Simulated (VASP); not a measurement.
# PbF2 (Fm-3m) in VASP: notebook

PbF2 is run at these levels: r2SCAN; tasks: single point.

All numbers are computed with VASP 6.6.1; they aren't measurements. Logs are shortened: lines on timing, memory, paths and dates and some standing lists are left out, and cuts for length are marked.

### Step 1. The cell of the first run

It takes space group Fm-3m (No. 225, cubic). Conventional cell: a = 5.881 Å, b = 5.881 Å, c = 5.881 Å, α = 90.00°, β = 90.00°, γ = 90.00°. Within 3.4 Å of Pb (site symmetry m-3m) lie 8 F at 2.55 Å. F (site symmetry -43m) has 4 Pb at 2.55 Å and 6 F at 2.94 Å within 3.4 Å.

### Step 2. Single point, r2SCAN (16.95 Å³/atom)

Contents of POSCAR:

```
PbF2
1.0
    0.0000000000      2.9405897225      2.9405897225
    2.9405897225      0.0000000000      2.9405897225
    2.9405897225      2.9405897225      0.0000000000
Pb F
1 2
Direct
    0.0000000000      0.0000000000      0.0000000000
    0.2500000000      0.2500000000      0.2500000000
    0.7500000000      0.7500000000      0.7500000000
```

Contents of INCAR.step1:

```
ALGO = Normal ; EDIFF = 1E-4
ENCUT = 520 ; GGA = PE
ISMEAR = 0 ; LASPH = T
LCHARG = F ; LREAL = F
LWAVE = T ; NBANDS = 21
NELM = 60 ; PREC = Accurate
SIGMA = 0.05
```

Contents of INCAR.step2:

```
ALGO = Normal ; EDIFF = 1E-6
ENCUT = 520 ; ISIF = 2
ISMEAR = 0 ; ISTART = 1
LASPH = T ; LCHARG = F
LMIXTAU = T ; LREAL = F
LWAVE = F ; METAGGA = R2SCAN
NBANDS = 21 ; NELM = 60
PREC = Accurate ; SIGMA = 0.05
```

Contents of KPOINTS:

```
k-points
0
Gamma
  8 8 8
```

Potentials or basis: VASP PAW PBE potentials, release 64 (Pb_d, F).

Command:

```sh
cat potpaw_PBE.64/Pb_d/POTCAR potpaw_PBE.64/F/POTCAR > POTCAR
cp INCAR.step1 INCAR
mpirun -np 1 vasp_std > vasp.out
cp INCAR.step2 INCAR
mpirun -np 1 vasp_std > vasp.out
```

OUTCAR:

```text
EDIFF = 1E-6
   ENCUT = 520
   ISIF = 2
   ISMEAR = 0
   ISTART = 1
   LASPH = T
   LREAL = F
   METAGGA = R2SCAN
   NELM = 60
   PREC = Accurate

 ion  position               nearest neighbor table
   1  0.000  0.000  0.000-   3 2.55   3 2.55   3 2.55   2 2.55   2 2.55   2 2.55   3 2.55   2 2.55

   2  0.250  0.250  0.250-   1 2.55   1 2.55   1 2.55   1 2.55
   3  0.750  0.750  0.750-   1 2.55   1 2.55   1 2.55   1 2.55

  LATTYP: Found a face centered cubic cell.
 ALAT       =     5.8811794450

  Lattice vectors:

 A1 = (   0.0000000000,   2.9405897225,   2.9405897225)
 A2 = (   2.9405897225,   0.0000000000,   2.9405897225)
 A3 = (   2.9405897225,   2.9405897225,   0.0000000000)

Analysis of symmetry for initial positions (statically):
=====================================================================
 Subroutine PRICEL returns:
 Original cell was already a primitive cell.

 Routine SETGRP: Setting up the symmetry group for a
 face centered cubic supercell.

 Subroutine GETGRP returns: Found 48 space group operations
 (whereof 48 operations were pure point group operations)
 out of a pool of 48 trial point group operations.

The static configuration has the point symmetry O_h .

Analysis of symmetry for dynamics (positions and initial velocities):
=====================================================================
 Subroutine PRICEL returns:
 Original cell was already a primitive cell.

 Routine SETGRP: Setting up the symmetry group for a
 face centered cubic supercell.

 Subroutine GETGRP returns: Found 48 space group operations
 (whereof 48 operations were pure point group operations)
 out of a pool of 48 trial point group operations.

The dynamic configuration has the point symmetry O_h .

 Subroutine INISYM returns: Found 48 space group operations
 (whereof 48 operations are pure point group operations),
 and found     1 'primitive' translations

----------------------------------------------------------------------------------------

                                     Primitive cell

  volume of cell :      50.8550

  direct lattice vectors                    reciprocal lattice vectors
     0.000000000  2.940589722  2.940589722    -0.170033921  0.170033921  0.170033921
     2.940589722  0.000000000  2.940589722     0.170033921 -0.170033921  0.170033921
     2.940589722  2.940589722  0.000000000     0.170033921  0.170033921 -0.170033921

  length of vectors
     4.158621867  4.158621867  4.158621867     0.294507390  0.294507390  0.294507390

  position of ions in fractional coordinates (direct lattice)
     0.000000000  0.000000000  0.000000000
     0.250000000  0.250000000  0.250000000
     0.750000000  0.750000000  0.750000000

  ion indices of the primitive-cell ions
   primitive index   ion index
                 1           1
                 2           2
                 3           3

----------------------------------------------------------------------------------------

 KPOINTS: k-points

Automatic generation of k-mesh.
 Grid dimensions read from file:
 generate k-points for:    8    8    8

 Generating k-lattice:

  Cartesian coordinates                     Fractional coordinates (reciprocal lattice)
    -0.021254240  0.021254240  0.021254240     0.125000000  0.000000000  0.000000000
     0.021254240 -0.021254240  0.021254240     0.000000000  0.125000000  0.000000000
     0.021254240  0.021254240 -0.021254240     0.000000000  0.000000000  0.125000000

  Length of vectors
     0.036813424  0.036813424  0.036813424

  Shift w.r.t. Gamma in fractional coordinates (k-lattice)
     0.000000000  0.000000000  0.000000000

 Subroutine IBZKPT returns following result:
 ===========================================

 Found     29 irreducible k-points:

 Following reciprocal coordinates:
            Coordinates               Weight
  0.000000  0.000000  0.000000      1.000000
  0.125000  0.000000  0.000000      8.000000
  0.250000  0.000000  0.000000      8.000000
  0.375000  0.000000  0.000000      8.000000
  0.500000  0.000000  0.000000      4.000000
  0.125000  0.125000  0.000000      6.000000
[... 16 lines left out ...]
  0.500000  0.250000  0.125000     48.000000
 -0.375000  0.250000  0.125000     24.000000
 [... further k-points ...]
   k-points           NKPTS =     29   k-points in BZ     NKDIM =     29   number of bands    NBANDS=     21
   number of dos      NEDOS =    301   number of ions     NIONS =      3
   total plane-waves  NPLWV =  32768
   dimension x,y,z NGX =    32 NGY =   32 NGZ =   32
   dimension x,y,z NGXF=    64 NGYF=   64 NGZF=   64
   ions per type =               1   2
   NGX,Y,Z   is equivalent  to a cutoff of  12.79, 12.79, 12.79 a.u.
   NGXF,Y,Z  is equivalent  to a cutoff of  25.58, 25.58, 25.58 a.u.
 SYSTEM =  unknown system
   PREC   = accura    normal or accurate (medium, high low for compatibility)
   ISTART =      1    job   : 0-new  1-cont  2-samecut
   ICHARG =      0    charge: 1-file 2-atom 10-const
   ISPIN  =      1    spin polarized calculation?
   LNONCOLLINEAR =      F non collinear calculations
   LSORBIT =      F    spin-orbit coupling
   LASPH  =      T    aspherical Exc in radial PAW
   ENCUT  =  520.0 eV  38.22 Ry    6.18 a.u.   7.73  7.73  7.73*2*pi/ulx,y,z
   NELM   =     60;   NELMIN=  2; NELMDL=  0     # of ELM steps
   EDIFF  = 0.1E-05   stopping-criterion for ELM
   LREAL  =      F    real-space projection
[... 7 lines left out ...]
   TEBEG  =    0.0;   TEEND  =   0.0 temperature during run
   PSTRESS=    0.0 pullay stress
   NELECT =      28.0000    total number of electrons
   NUPDOWN=      -1.0000    fix difference up-down
   EMIN   =  10.00;   EMAX   =-10.00  energy-range for DOS
   EFERMI =   0.00;   METHOD = LEGACY
   ISMEAR =     0;   SIGMA  =   0.05  broadening in eV -4-tet -1-fermi 0-gaus
   EFERMI_NEDOS =   21; number of points for ismear=-14 and -15
   IALGO  =     38    algorithm
   IMIX   =      4    mixing-type and parameters
     AMIX     =   0.40;   BMIX     =  1.00
     AMIX_MAG =   1.60;   BMIX_MAG =  1.00
  volume/ion in A,a.u.               =      16.95       114.40
  Fermi-wavevector in a.u.,A,eV,Ry     =   1.341785  2.535607 24.495768  1.800388
  Thomas-Fermi vector in A             =   2.469991
   LORBIT       =      0    0 simple, 1 ext, 2 COOP (PROOUT), +10 PAW based schemes
   METAGGA = R2SCAN    functional components
   LHFCALC =     F    Hartree Fock is set to
   AEXX    =    0.0000 exact exchange contribution
   IVDW    =     0    specifies the selected vdW correction
   LEPSILON=     F    determine dielectric tensor
   LRPA    =     F    only Hartree local field effects (RPA)
 non-spin polarized calculation
 Gauss-broadening in eV      SIGMA  =   0.05
  energy-cutoff  :      520.00
  volume of cell :       50.85
 maximum number of plane-waves:      1387
   NGX = 15   NGY = 15   NGZ = 15

 number of electron      27.9999992 magnetization

 Free energy of the ion-electron system (eV)
  ---------------------------------------------------
  ext. energy  EPLUGINS =         0.00000000
  ---------------------------------------------------
  free energy    TOTEN  =       -70.15496602 eV

  energy without entropy =      -70.15496602  energy(sigma->0) =      -70.15496602

 E-fermi :   2.1205     XC(G=0): -10.1367

 val. band max:        1.8130568044   @ k =  -0.2500   0.5000   0.2500
 cond. band min:       6.7357588290   @ k =   0.5000   0.5000   0.0000
 fundamental gap:      4.9227020246
 Fermi energy:         2.1205022127

 k-point     1 :       0.0000    0.0000    0.0000
  band No.  band energies     occupation
      1     -20.7800      2.00000
      2     -20.1511      2.00000
      3     -13.0924      2.00000
      4     -13.0924      2.00000
      5     -13.0924      2.00000
      6     -13.0317      2.00000
[... 13 lines left out ...]
     20      17.7764      0.00000
     21      20.1778      0.00000

 k-point     2 :       0.1250    0.0000    0.0000
  band No.  band energies     occupation
      1     -20.7505      2.00000
      2     -20.1783      2.00000
      3     -13.0855      2.00000
      4     -13.0855      2.00000
      5     -13.0585      2.00000
      6     -13.0317      2.00000
[... 13 lines left out ...]
     20      17.2975      0.00000
     21      19.4974      0.00000

 k-point     3 :       0.2500    0.0000    0.0000
  band No.  band energies     occupation
      1     -20.6706      2.00000
      2     -20.2495      2.00000
      3     -13.0753      2.00000
      4     -13.0753      2.00000
      5     -13.0251      2.00000
      6     -13.0251      2.00000
[... 13 lines left out ...]
     20      16.6608      0.00000
     21      18.2220      0.00000

 k-point     4 :       0.3750    0.0000    0.0000
  band No.  band energies     occupation
      1     -20.5671      2.00000
      2     -20.3421      2.00000
      3     -13.0744      2.00000
      4     -13.0744      2.00000
      5     -13.0089      2.00000
      6     -13.0089      2.00000
[... 13 lines left out ...]
     20      16.2930      0.00000
     21      17.2300      0.00000

 k-point     5 :       0.5000    0.0000    0.0000
  band No.  band energies     occupation
      1     -20.4867      2.00000
      2     -20.4177      2.00000
      3     -13.0758      2.00000
      4     -13.0758      2.00000
      5     -13.0005      2.00000
      6     -13.0005      2.00000
[... 13 lines left out ...]
     20      16.1849      0.00000
     21      16.8720      0.00000
[... 382 lines left out ...]
     20      19.4286      0.00000
     21      19.8752      0.00000

 k-point    22 :       0.3750    0.2500    0.1250
  band No.  band energies     occupation
      1     -20.6145      2.00000
      2     -20.2961      2.00000
      3     -13.0552      2.00000
      4     -13.0489      2.00000
      5     -13.0378      2.00000
      6     -13.0054      2.00000
[... 13 lines left out ...]
     20      17.7950      0.00000
     21      19.0204      0.00000

 k-point    23 :       0.5000    0.2500    0.1250
  band No.  band energies     occupation
      1     -20.5324      2.00000
      2     -20.3677      2.00000
      3     -13.0556      2.00000
      4     -13.0453      2.00000
      5     -13.0179      2.00000
      6     -12.9819      2.00000
[... 13 lines left out ...]
     20      18.4893      0.00000
     21      19.1814      0.00000

 k-point    24 :      -0.3750    0.2500    0.1250
  band No.  band energies     occupation
      1     -20.4648      2.00000
      2     -20.4303      2.00000
      3     -13.0559      2.00000
      4     -13.0472      2.00000
      5     -13.0047      2.00000
      6     -12.9728      2.00000
[... 13 lines left out ...]
     20      18.7816      0.00000
     21      19.1170      0.00000

 [... further k-points ...]
[... 5 lines left out ...]
  --------------------------------------------------------------------------------------
  -------------------------------------------------------------------------------------
  Total        0.5036692      0.5036692      0.5036692      0.0000000     -0.0000000      0.0000000
  in kB       15.8680173     15.8680173     15.8680173      0.0000000     -0.0000000      0.0000000
  external PRESSURE =      15.8680173 kB  Pullay stress =       0.0000000 kB

 VOLUME and BASIS-vectors are now :
 -----------------------------------------------------------------------------
  energy-cutoff  :      520.00
  volume of cell :       50.85
      direct lattice vectors                 reciprocal lattice vectors
     0.000000000  2.940589722  2.940589722    -0.170033921  0.170033921  0.170033921
     2.940589722  0.000000000  2.940589722     0.170033921 -0.170033921  0.170033921
     2.940589722  2.940589722  0.000000000     0.170033921  0.170033921 -0.170033921

 POSITION                                       TOTAL-FORCE (eV/Angst)
 -----------------------------------------------------------------------------------
      0.00000      0.00000      0.00000         0.000000      0.000000     -0.000000
      1.47029      1.47029      1.47029        -0.000000     -0.000000     -0.000000
      4.41088      4.41088      4.41088         0.000000      0.000000      0.000000
 -----------------------------------------------------------------------------------
    total drift:                                0.000000     -0.000000      0.000000

  FREE ENERGIE OF THE ION-ELECTRON SYSTEM (eV)
  ---------------------------------------------------
  free  energy   TOTEN  =       -70.1549660163 eV

  energy  without entropy=      -70.1549660163  energy(sigma->0) =      -70.15496602
```

It took 80 s on 1 thread of AMD EPYC 9R45 (Zen 5), shared host; peak memory 0.16 GiB.

What came out:

```
Free energy            : -70.1550 eV
Pressure               : 1.6 GPa
Band gap on the k mesh : 4.92 eV (least direct gap 5.07 eV)
```

Caveat: the PAW data sets were made with another functional, which shifts forces and pressure a little; spin-orbit coupling is left out, which moves the levels of the heavy elements. A k mesh can miss the band edges.

### Step 3. Single point, r2SCAN (17.30 Å³/atom)

This run uses another cell than the first one, of 17.30 Å³/atom.

Contents of POSCAR:

```
PbF2
1.0
    0.0000000000      2.9604591747      2.9604591747
    2.9604591747      0.0000000000      2.9604591747
    2.9604591747      2.9604591747      0.0000000000
Pb F
1 2
Direct
    0.0000000000      0.0000000000      0.0000000000
    0.2500000000      0.2500000000      0.2500000000
    0.7500000000      0.7500000000      0.7500000000
```

Contents of INCAR.step1:

```
PREC = Accurate
ENCUT = 520
ISMEAR = 0
SIGMA = 0.05
LREAL = False
LASPH = True
NELM = 80
NBANDS = 21
GGA = PE
ALGO = Normal
EDIFF = 1E-4
LWAVE = True
LCHARG = False
```

Contents of INCAR.step2:

```
PREC = Accurate
ENCUT = 520
EDIFF = 1E-7
ISMEAR = 0
SIGMA = 0.05
LREAL = False
LASPH = True
NELM = 80
ALGO = Normal
ISIF = 2
LWAVE = False
LCHARG = True
METAGGA = R2SCAN
LMIXTAU = True
LELF = True
LVHAR = True
NBANDS = 21
ISTART = 1
```

Contents of KPOINTS:

```
regular mesh
0
Gamma
  8 8 8
```

Potentials or basis: VASP PAW PBE potentials, release 64 (Pb_d, F).

Command:

```sh
cat potpaw_PBE.64/Pb_d/POTCAR potpaw_PBE.64/F/POTCAR > POTCAR
cp INCAR.step1 INCAR
mpirun -np 1 vasp_std > vasp.out
cp INCAR.step2 INCAR
mpirun -np 1 vasp_std > vasp.out
```

Wall time 92 s (1 thread of AMD EPYC 9R45 (Zen 5), shared host); peak memory 0.17 GiB.

Results (log left out):

- Free energy: -70.1618 eV
- Pressure: -0.1 GPa
- Band gap on the k mesh: 4.93 eV (least direct gap 5.08 eV)

Levels at points of the mesh, in eV from the valence-band top:
```
           k point  band 11  band 12  band 13  band 14  band 15  band 16  band 17  band 18
(0.00, 0.00, 0.00)    -2.67    -2.16    -2.16    -2.16     7.30     7.30     7.30    10.69
(0.50, 0.00, 0.00)    -2.85    -2.34    -2.34    -0.06     5.38     8.25     8.25    13.45
(0.50, 0.50, 0.00)    -1.75    -1.75    -1.75    -0.14     4.93     8.46     8.46     9.07
```

Caveat: the PAW data sets were made with another functional, which shifts forces and pressure a little; spin-orbit coupling is left out, which moves the levels of the heavy elements. A k mesh can miss the band edges.

### Step 4. Single point, r2SCAN (17.67 Å³/atom)

This run uses another cell than the first one, of 17.67 Å³/atom.

Contents of POSCAR:

```
PbF2
1.0
    0.0000000000      2.9815209334      2.9815209334
    2.9815209334      0.0000000000      2.9815209334
    2.9815209334      2.9815209334      0.0000000000
Pb F
1 2
Direct
    0.0000000000      0.0000000000      0.0000000000
    0.2500000000      0.2500000000      0.2500000000
    0.7500000000      0.7500000000      0.7500000000
```

INCAR.step1, as its differences from that of step 3:

```diff
@@ -6,3 +6,3 @@
 LASPH = True
-NELM = 80
+NELM = 100
 NBANDS = 21
```

INCAR.step2, as its differences from that of step 3:

```diff
@@ -2,3 +2,3 @@
 ENCUT = 520
-EDIFF = 1E-7
+EDIFF = 1E-6
 ISMEAR = 0
@@ -7,3 +7,3 @@
 LASPH = True
-NELM = 80
+NELM = 100
 ALGO = Normal
```

Contents of KPOINTS:

```
Automatic mesh
0
Gamma
  8 8 8
```

Command:

```sh
cat potpaw_PBE.64/Pb_d/POTCAR potpaw_PBE.64/F/POTCAR > POTCAR
cp INCAR.step1 INCAR
mpirun -np 1 vasp_std > vasp.out
cp INCAR.step2 INCAR
mpirun -np 1 vasp_std > vasp.out
```

It took 74 s on 1 thread of AMD EPYC 9R45 (Zen 5), shared host; peak memory 0.17 GiB.

It converged, with:

* Free energy: -70.1578 eV
* Pressure: -1.6 GPa
* Band gap on the k mesh: 4.94 eV (least direct gap 5.08 eV)

Levels at points of the mesh, in eV from the valence-band top:
| k point | band 11 | band 12 | band 13 | band 14 | band 15 | band 16 | band 17 | band 18 |
| --- | --- | --- | --- | --- | --- | --- | --- | --- |
| (0.00, 0.00, 0.00) | -2.52 | -2.02 | -2.02 | -2.02 | 7.29 | 7.29 | 7.29 | 10.65 |
| (0.50, 0.00, 0.00) | -2.69 | -2.20 | -2.20 | -0.05 | 5.39 | 8.18 | 8.18 | 13.42 |
| (0.50, 0.50, 0.00) | -1.62 | -1.62 | -1.61 | -0.14 | 4.94 | 8.39 | 8.39 | 9.12 |

Caveat: the PAW data sets were made with another functional, which shifts forces and pressure a little; spin-orbit coupling is left out, which moves the levels of the heavy elements. A k mesh can miss the band edges.

(Continued in part 2 of 3.)
